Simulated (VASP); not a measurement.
A run of VASP 6.6.1 is set up as follows.

Contents of INCAR:

```
ALGO = Normal
EDIFF = 1E-6
ENCUT = 500
GGA = PE
GGA_COMPAT = F
ISIF = 2
ISMEAR = 0
LASPH = T
LCHARG = F
LREAL = F
LWAVE = F
NBANDS = 16
NELM = 120
PREC = Accurate
SIGMA = 0.01
```

Contents of KPOINTS:

```
k-points
0
Gamma
  6 6 6
```

POSCAR

```
AgI
1.0
   -2.3424442900      2.3424442900      3.3169320058
    2.3424442900     -2.3424442900      3.3169320058
    2.3424442900      2.3424442900     -3.3169320058
Ag I
1 1
Direct
    0.2500000000      0.7500000000      0.5000000000
    0.0000000000      0.0000000000      0.0000000000
```

Potentials or basis: VASP PAW PBE potentials, release 64 (Ag, I).

Launch:

```sh
$ cat potpaw_PBE.64/Ag/POTCAR potpaw_PBE.64/I/POTCAR > POTCAR
$ mpirun -np 1 vasp_std > vasp.out
```

Q: Estimate the band gap on the k mesh.

A: 1.34 eV, direct.

Q: What does it give for the pressure?

A: 0.0 GPa.

Caveat: spin-orbit coupling is left out, which moves the levels of the heavy elements.
